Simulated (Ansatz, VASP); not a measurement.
Hg in VASP and in Ansatz

Contents of INCAR:

```
PREC = Accurate
ENCUT = 520
EDIFF = 1E-6
ISMEAR = 1
SIGMA = 0.05
LREAL = False
LASPH = True
NELM = 60
ALGO = Normal
ISIF = 2
LWAVE = False
LCHARG = False
NBANDS = 12
```

The input KPOINTS:

```
regular mesh
0
Gamma
  9 9 9
```

POSCAR

```
Hg
1.0
    3.2739230000      0.0000000000      0.0000000000
   -1.0293416700      3.1078976071      0.0000000000
   -1.1222907500     -1.5539489212      2.6541058820
Hg
1
Direct
    0.5000000000      0.5000000000      0.0000000000
```

Input for Ansatz:

```yaml
crystal:
  lattice:
    - [3.273923, 0.0, 0.0]
    - [-1.029341669986432, 3.107897607122626, 0.0]
    - [-1.1222907499685828, -1.5539489212013233, 2.654105881980069]
  atoms:
    - { symbol: Hg, position: [0.49999999999999994, 0.5, 0.0] }
basis:
  ecutwfc: 517.016338673772
kpoints:
  mp_grid:
    grid: [9, 9, 9]
    shift: [0.0, 0.0, 0.0]
hamiltonian:
  xc: lda
scf:
  occupations:
    method: methfessel_paxton
    width: 0.05
output:
  stress: true
```

Alike in both runs: task single point; functional LDA; k mesh 9 × 9 × 9; occupations methfessel-paxton of order 1, width 0.05 eV; no spin polarisation.

|  | VASP | Ansatz |
| --- | --- | --- |
| version | VASP 6.6.1 | Ansatz 0.2.0 |
| potentials or method | VASP PAW LDA potentials, release 64 (Hg), cutoff 520 eV | plane waves, PAW |
| valence electrons in the cell | 12 | 20 |

Ansatz gave:

* pressure (GPa): -4.8
* traceless stress, the component that is largest in VASP (GPa): 0.26

Task: Estimate VASP's values.

Result: Pressure (GPa): -4.8; traceless stress, the component that is largest in VASP (GPa): 0.28.

LDA's correlation is that of Perdew and Zunger in VASP and of Perdew and Wang (1992) in Ansatz. VASP's potentials hold 12 valence electrons a cell and Ansatz's 20, so a difference there can come from the potentials and not from the codes.

Neither program's run includes spin-orbit coupling.
